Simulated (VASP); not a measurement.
# SiC: single point with LDA

SiC:

```
Si C
1.0
     3.05930    0.00000    0.00000
    -1.52965    2.64943    0.00000
     0.00000    0.00000   15.01171
Si C
6 6
Direct
  0.33333 0.66667 0.83299
  0.66667 0.33333 0.33299
  0.66667 0.33333 0.66650
  0.33333 0.66667 0.16650
  0.00000 0.00000 0.49972
  0.00000 0.00000 0.99972
  0.00000 0.00000 0.87437
  0.00000 0.00000 0.37437
  0.33333 0.66667 0.70800
  0.66667 0.33333 0.20800
  0.66667 0.33333 0.54151
  0.33333 0.66667 0.04151
```

| Item | Value |
| --- | --- |
| Program | VASP 6.6.1 |
| Task | single point |
| Functional | LDA |
| Potentials or basis | VASP PAW LDA potentials, release 64 (Si, C) |
| Cutoff | 520 eV |
| k mesh | 12 × 12 × 2 |
| Occupations | gaussian, width 0.02 eV |
| Spin | no spin polarisation |

| Quantity | Value |
| --- | --- |
| Pressure | 0.4 GPa |
| Band gap on the k mesh | 1.97 eV (least direct gap 3.07 eV) |

Levels at points of the mesh, in eV from the valence-band top:
```
           k point  band 21  band 22  band 23  band 24  band 25  band 26  band 27  band 28
(0.00, 0.00, 0.00)    -0.30    -0.04     0.00     0.00     5.31     5.48     5.90     6.41
(0.50, 0.00, 0.00)    -1.83    -1.80    -1.69    -1.11     1.97     2.16     3.16     3.86
(0.00, 0.00, 0.50)    -0.10    -0.10    -0.10    -0.10     5.38     5.38     6.12     6.12
(0.50, 0.00, 0.50)    -1.73    -1.73    -1.32    -1.32     2.01     2.01     3.38     3.38
```

Wall time 2.8 min on 1 thread of Intel Xeon 8259CL (shared host), peak memory 0.26 GiB.

A k mesh can miss the band edges.
